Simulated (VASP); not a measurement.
# TiAl3 (Pm-3m) in VASP: notebook, part 2 of 3

VASP 6.6.1. Earlier steps stand in the parts before.

## (3) Relaxation of cell and atoms, PBEsol

This run uses another cell than the first one, of 15.47 Å³/atom, 1.005 times its volume.

INCAR reads:

```
SYSTEM = TiAl3
PREC = Accurate ; ENCUT = 600
EDIFF = 1E-6 ; ISMEAR = -1
SIGMA = 0.05 ; LREAL = .False.
LASPH = .True. ; NELM = 80
ALGO = Normal ; ISIF = 3
LWAVE = .False. ; LCHARG = .False.
GGA = PS ; IBRION = 2
NSW = 60 ; EDIFFG = -0.01
```

KPOINTS reads:

```
Automatic mesh
0
Gamma
  7 7 7
  0 0 0
```

POSCAR reads:

```
TiAl3
1.0
    3.9556712500      0.0000000000      0.0000000000
    0.0000000000      3.9556712500      0.0000000000
    0.0000000000      0.0000000000      3.9556712500
Ti Al
1 3
Direct
    0.0000000000      0.0000000000      0.0000000000
    0.0000000000      0.5000000000      0.5000000000
    0.5000000000      0.0000000000      0.5000000000
    0.5000000000      0.5000000000      0.0000000000
```

Potentials or basis: VASP PAW PBE potentials, release 64 (Ti_sv, Al).

The run is started by

```sh
> cat potpaw_PBE.64/Ti_sv/POTCAR potpaw_PBE.64/Al/POTCAR > POTCAR
> mpirun -np 1 vasp_std > vasp.out
```

OUTCAR:

```text
SYSTEM = TiAl3
   PREC = Accurate
   ENCUT = 600
   EDIFF = 1E-6
   ISMEAR = -1
   LREAL = .False.
   LASPH = .True.
   NELM = 80
   ISIF = 3
   GGA = PS
   IBRION = 2
   NSW = 60
   EDIFFG = -0.01

 ion  position               nearest neighbor table
   1  0.000  0.000  0.000-   2 2.80   3 2.80   4 2.80   2 2.80   3 2.80   2 2.80   4 2.80   2 2.80
                             3 2.80   4 2.80   3 2.80   4 2.80
   2  0.000  0.500  0.500-   1 2.80   3 2.80   4 2.80   1 2.80   4 2.80   1 2.80   3 2.80   1 2.80
                             3 2.80   4 2.80   4 2.80   3 2.80
   3  0.500  0.000  0.500-   1 2.80   2 2.80   4 2.80   1 2.80   4 2.80   2 2.80   4 2.80   4 2.80
                             1 2.80   2 2.80   1 2.80   2 2.80
   4  0.500  0.500  0.000-   1 2.80   2 2.80   3 2.80   2 2.80   3 2.80   1 2.80   3 2.80   3 2.80
                             1 2.80   2 2.80   2 2.80   1 2.80

  LATTYP: Found a simple cubic cell.
 ALAT       =     3.9556712500

  Lattice vectors:

 A1 = (   3.9556712500,   0.0000000000,   0.0000000000)
 A2 = (   0.0000000000,   3.9556712500,   0.0000000000)
 A3 = (   0.0000000000,   0.0000000000,   3.9556712500)

Analysis of symmetry for initial positions (statically):
=====================================================================
 Subroutine PRICEL returns:
 Original cell was already a primitive cell.

 Routine SETGRP: Setting up the symmetry group for a
 simple cubic supercell.

 Subroutine GETGRP returns: Found 48 space group operations
 (whereof 48 operations were pure point group operations)
 out of a pool of 48 trial point group operations.

The static configuration has the point symmetry O_h .

Analysis of symmetry for dynamics (positions and initial velocities):
=====================================================================
 Subroutine PRICEL returns:
 Original cell was already a primitive cell.

 Routine SETGRP: Setting up the symmetry group for a
 simple cubic supercell.

 Subroutine GETGRP returns: Found 48 space group operations
 (whereof 48 operations were pure point group operations)
 out of a pool of 48 trial point group operations.

The dynamic configuration has the point symmetry O_h .

 Subroutine INISYM returns: Found 48 space group operations
 (whereof 48 operations are pure point group operations),
 and found     1 'primitive' translations

----------------------------------------------------------------------------------------

                                     Primitive cell

  volume of cell :      61.8957

  direct lattice vectors                    reciprocal lattice vectors
     3.955671250  0.000000000  0.000000000     0.252801595  0.000000000  0.000000000
     0.000000000  3.955671250  0.000000000     0.000000000  0.252801595  0.000000000
     0.000000000  0.000000000  3.955671250     0.000000000  0.000000000  0.252801595

  length of vectors
     3.955671250  3.955671250  3.955671250     0.252801595  0.252801595  0.252801595

  position of ions in fractional coordinates (direct lattice)
     0.000000000  0.000000000  0.000000000
     0.000000000  0.500000000  0.500000000
     0.500000000  0.000000000  0.500000000
     0.500000000  0.500000000  0.000000000

  ion indices of the primitive-cell ions
   primitive index   ion index
                 1           1
                 2           2
                 3           3
                 4           4

----------------------------------------------------------------------------------------

 KPOINTS: Automatic mesh

Automatic generation of k-mesh.
 Grid dimensions read from file:
 generate k-points for:    7    7    7

 Generating k-lattice:

  Cartesian coordinates                     Fractional coordinates (reciprocal lattice)
     0.036114514  0.000000000  0.000000000     0.142857143  0.000000000  0.000000000
     0.000000000  0.036114514  0.000000000     0.000000000  0.142857143  0.000000000
     0.000000000  0.000000000  0.036114514     0.000000000  0.000000000  0.142857143

  Length of vectors
     0.036114514  0.036114514  0.036114514

  Shift w.r.t. Gamma in fractional coordinates (k-lattice)
     0.000000000  0.000000000  0.000000000

 Subroutine IBZKPT returns following result:
 ===========================================

 Found     20 irreducible k-points:

 Following reciprocal coordinates:
            Coordinates               Weight
  0.000000  0.000000  0.000000      1.000000
  0.142857  0.000000  0.000000      6.000000
  0.285714  0.000000  0.000000      6.000000
  0.428571  0.000000  0.000000      6.000000
  0.142857  0.142857  0.000000     12.000000
  0.285714  0.142857  0.000000     24.000000
[... 12 lines left out ...]
  0.428571  0.428571  0.285714     24.000000
  0.428571  0.428571  0.428571      8.000000
   k-points           NKPTS =     20   k-points in BZ     NKDIM =     20   number of bands    NBANDS=     14
   number of dos      NEDOS =    301   number of ions     NIONS =      4
   total plane-waves  NPLWV =  32768
   dimension x,y,z NGX =    32 NGY =   32 NGZ =   32
   dimension x,y,z NGXF=    64 NGYF=   64 NGZF=   64
   ions per type =               1   3
   NGX,Y,Z   is equivalent  to a cutoff of  13.45, 13.45, 13.45 a.u.
   NGXF,Y,Z  is equivalent  to a cutoff of  26.90, 26.90, 26.90 a.u.
 SYSTEM =  TiAl3
   PREC   = accura    normal or accurate (medium, high low for compatibility)
   ISTART =      0    job   : 0-new  1-cont  2-samecut
   ICHARG =      2    charge: 1-file 2-atom 10-const
   ISPIN  =      1    spin polarized calculation?
   LNONCOLLINEAR =      F non collinear calculations
   LSORBIT =      F    spin-orbit coupling
   LASPH  =      T    aspherical Exc in radial PAW
   ENCUT  =  600.0 eV  44.10 Ry    6.64 a.u.   7.90  7.90  7.90*2*pi/ulx,y,z
   NELM   =     80;   NELMIN=  2; NELMDL= -5     # of ELM steps
   EDIFF  = 0.1E-05   stopping-criterion for ELM
   LREAL  =      F    real-space projection
   EDIFFG = -.1E-01   stopping-criterion for IOM
   NSW    =     60    number of steps for IOM
   IBRION =      2    ionic relax: 0-MD 1-quasi-New 2-CG
   NFREE  =      1    steps in history (QN), initial steepest desc. (CG)
   ISIF   =      3    stress and relaxation
   ISYM   =      2    0-nonsym 1-usesym 2-fastsym
   POTIM  = 0.5000    time-step for ionic-motion
   TEBEG  =    0.0;   TEEND  =   0.0 temperature during run
   PSTRESS=    0.0 pullay stress
   NELECT =      21.0000    total number of electrons
   NUPDOWN=      -1.0000    fix difference up-down
   EMIN   =  10.00;   EMAX   =-10.00  energy-range for DOS
   EFERMI =   0.00;   METHOD = LEGACY
   ISMEAR =    -1;   SIGMA  =   0.05  broadening in eV -4-tet -1-fermi 0-gaus
   EFERMI_NEDOS =   21; number of points for ismear=-14 and -15
   IALGO  =     38    algorithm
   IMIX   =      4    mixing-type and parameters
     AMIX     =   0.40;   BMIX     =  1.00
     AMIX_MAG =   1.60;   BMIX_MAG =  1.00
  volume/ion in A,a.u.               =      15.47       104.42
  Fermi-wavevector in a.u.,A,eV,Ry     =   1.141811  2.157711 17.738371  1.303733
  Thomas-Fermi vector in A             =   2.278511
   LORBIT       =      0    0 simple, 1 ext, 2 COOP (PROOUT), +10 PAW based schemes
   GGA     = PS    functional components
   LHFCALC =     F    Hartree Fock is set to
   AEXX    =    0.0000 exact exchange contribution
   IVDW    =     0    specifies the selected vdW correction
   LEPSILON=     F    determine dielectric tensor
   LRPA    =     F    only Hartree local field effects (RPA)
 conjugate gradient relaxation of ions
 non-spin polarized calculation
  energy-cutoff  :      600.00
  volume of cell :       61.90
 maximum number of plane-waves:      2103
 NGX is ok and might be reduce to    32
   NGX = 15   NGY = 15   NGZ = 15

--------------------------------------- Ionic step        1  -------------------------------------------

 number of electron      20.9999993 magnetization

 Free energy of the ion-electron system (eV)
  ---------------------------------------------------
  ext. energy  EPLUGINS =         0.00000000
  ---------------------------------------------------
  free energy    TOTEN  =       -22.13291786 eV

  energy without entropy =      -22.10898989  energy(sigma->0) =      -22.12095387

------------------------ aborting loop because EDIFF is reached ----------------------------------------

  FORCE on cell =-STRESS in cart. coord.  units (eV):
  Direction    XX          YY          ZZ          XY          YZ          ZX
  --------------------------------------------------------------------------------------
  -------------------------------------------------------------------------------------
  Total       -0.2210001     -0.2210001     -0.2210001     -0.0000000      0.0000000     -0.0000000
  in kB       -5.7206122     -5.7206122     -5.7206122     -0.0000000      0.0000000     -0.0000000
  external PRESSURE =      -5.7206122 kB  Pullay stress =       0.0000000 kB
[... 63 lines left out ...]
--------------------------------------- Ionic step        3  -------------------------------------------

 number of electron      20.9999994 magnetization

 Free energy of the ion-electron system (eV)
  ---------------------------------------------------
  ext. energy  EPLUGINS =         0.00000000
  ---------------------------------------------------
  free energy    TOTEN  =       -22.13334575 eV

  energy without entropy =      -22.10952565  energy(sigma->0) =      -22.12143570

 E-fermi :   9.1644     XC(G=0): -10.9318

 val. band max:        9.0429135343   @ k =   0.1429   0.1429   0.0000
 cond. band min:       9.2047120398   @ k =   0.4286   0.2857   0.1429
 fundamental gap:      0.1617985054
 Fermi energy:         9.1643681599

 k-point     1 :       0.0000    0.0000    0.0000
  band No.  band energies     occupation
      1     -47.6079      2.00000
      2     -24.0170      2.00000
      3     -24.0170      2.00000
      4     -24.0170      2.00000
      5      -1.7548      2.00000
      6       5.9749      2.00000
      7       5.9749      2.00000
      8       6.9240      2.00000
      9       6.9240      2.00000
     10       6.9240      2.00000
     11       9.2474      0.31949
     12       9.2474      0.31948
     13       9.2474      0.31948
     14       9.7816      0.00001
[... 352 lines left out ...]
  FREE ENERGIE OF THE ION-ELECTRON SYSTEM (eV)
  ---------------------------------------------------
  free  energy   TOTEN  =       -22.1333457451 eV

  energy  without entropy=      -22.1095256470  energy(sigma->0) =      -22.12143570

 reached required accuracy - stopping structural energy minimisation
```

CONTCAR:

```text
TiAl3
   1.00000000000000
     3.9500390210193106   -0.0000000000000000   -0.0000000000000000
    -0.0000000000000000    3.9500390210193106   -0.0000000000000000
     0.0000000000000000    0.0000000000000000    3.9500390210193106
  Ti              Al
     1     3
Direct
     0.0000000000000000    0.0000000000000000    0.0000000000000000
     0.0000000000000000    0.5000000000000000    0.5000000000000000
     0.5000000000000000    0.0000000000000000    0.5000000000000000
     0.5000000000000000    0.5000000000000000    0.0000000000000000

  0.00000000E+00  0.00000000E+00  0.00000000E+00
  0.00000000E+00  0.00000000E+00  0.00000000E+00
  0.00000000E+00  0.00000000E+00  0.00000000E+00
  0.00000000E+00  0.00000000E+00  0.00000000E+00
```

Wall time 25 s (1 thread of Intel Xeon Platinum 8488C (Sapphire Rapids), shared host); peak memory 0.19 GiB.

What came out:

```
Free energy                            : -22.1333 eV
Relaxed volume                         : 15.41 Å³/atom
Relaxed cell                           : a = 3.950 Å, b = 3.950 Å, c = 3.950 Å, α = 90.00°, β = 90.00°, γ = 90.00°
Space group after relaxing (to 0.05 Å) : Pm-3m (No. 221)
Energy gained by relaxing              : 0.1 meV/atom
Ionic steps                            : 3
Pressure after relaxing                : 0.0 GPa
```

Step by step:
```csv
step,energy change (eV),largest force (eV/Å),pressure (GPa),volume (Å³)
1,0.0000,0.0000,-0.57,61.90
2,-0.0002,0.0000,0.39,61.40
3,-0.0004,0.0000,0.00,61.63
```

Final structure:
```yaml
crystal:
  lattice:
    - [3.95004, 0.00000, 0.00000]
    - [0.00000, 3.95004, 0.00000]
    - [0.00000, 0.00000, 3.95004]
  atoms:
    - { symbol: Ti, position: [0.00000, 0.00000, 0.00000] }
    - { symbol: Al, position: [0.00000, 0.50000, 0.50000] }
    - { symbol: Al, position: [0.50000, 0.00000, 0.50000] }
    - { symbol: Al, position: [0.50000, 0.50000, 0.00000] }
```

Levels at points of the mesh, in eV from the Fermi level:
| k point | band 6 | band 7 | band 8 | band 9 | band 10 | band 11 | band 12 | band 13 | band 14 |
| --- | --- | --- | --- | --- | --- | --- | --- | --- | --- |
| (0.00, 0.00, 0.00) | -3.19 | -3.19 | -2.24 | -2.24 | -2.24 | 0.08 | 0.08 | 0.08 | 0.62 |

Caveat: the PAW data sets were made with another functional, which shifts forces and pressure a little.

## (4) Relaxation of cell and atoms, PBEsol, target pressure 2 GPa, at which the enthalpy is minimised

This run uses another cell than the first one, of 15.47 Å³/atom, 1.005 times its volume.

INCAR reads:

```
PREC = Accurate ; ENCUT = 600
EDIFF = 1E-6 ; ISMEAR = -1
SIGMA = 0.05 ; LREAL = F
LASPH = T ; NELM = 100
ALGO = Fast ; ISIF = 3
LWAVE = F ; LCHARG = F
GGA = PS ; IBRION = 2
NSW = 60 ; EDIFFG = -0.01
PSTRESS = 20.0
```

KPOINTS reads:

```
regular mesh
0
Gamma
  7 7 7
```

POSCAR is that of step 3.

The run is started by

```sh
> cat potpaw_PBE.64/Ti_sv/POTCAR potpaw_PBE.64/Al/POTCAR > POTCAR
> mpirun -np 1 vasp_std > vasp.out
```

Run time: 56 s. Hardware: 1 thread of Intel Xeon Platinum 8488C (Sapphire Rapids), shared host; peak memory 0.19 GiB.

The run converged. Its results:

```
Free energy                                            : -22.1268 eV
Relaxed volume                                         : 15.14 Å³/atom
Relaxed cell                                           : a = 3.927 Å, b = 3.927 Å, c = 3.927 Å, α = 90.00°, β = 90.00°, γ = 90.00°
Space group after relaxing (to 0.05 Å)                 : Pm-3m (No. 221)
Energy change on relaxing (the enthalpy is what falls) : +1.5 meV/atom
Ionic steps                                            : 3
Pressure after relaxing                                : 2.0 GPa
```

The path:
```
step  energy change (eV)  largest force (eV/Å)  pressure (GPa)  volume (Å³)
   1              0.0000                0.0000           -0.49        61.90
   2              0.0201                0.0000            3.64        59.76
   3              0.0061                0.0000            1.96        60.56
```

Final structure:
```xyz
4
Lattice="3.9270 0.0000 0.0000 0.0000 3.9270 0.0000 0.0000 0.0000 3.9270" Properties=species:S:1:pos:R:3 pbc="T T T"
Ti    0.0000    0.0000    0.0000
Al    0.0000    1.9635    1.9635
Al    1.9635    0.0000    1.9635
Al    1.9635    1.9635    0.0000
```

Levels at points of the mesh, in eV from the Fermi level:
| k point | band 6 | band 7 | band 8 | band 9 | band 10 | band 11 | band 12 | band 13 | band 14 |
| --- | --- | --- | --- | --- | --- | --- | --- | --- | --- |
| (0.00, 0.00, 0.00) | -3.23 | -3.23 | -2.26 | -2.26 | -2.26 | 0.08 | 0.08 | 0.08 | 0.61 |

Caveat: the cell is relaxed towards a set pressure, so the enthalpy falls and the energy may rise; the PAW data sets were made with another functional, which shifts forces and pressure a little.

[end of part 2 of 3]
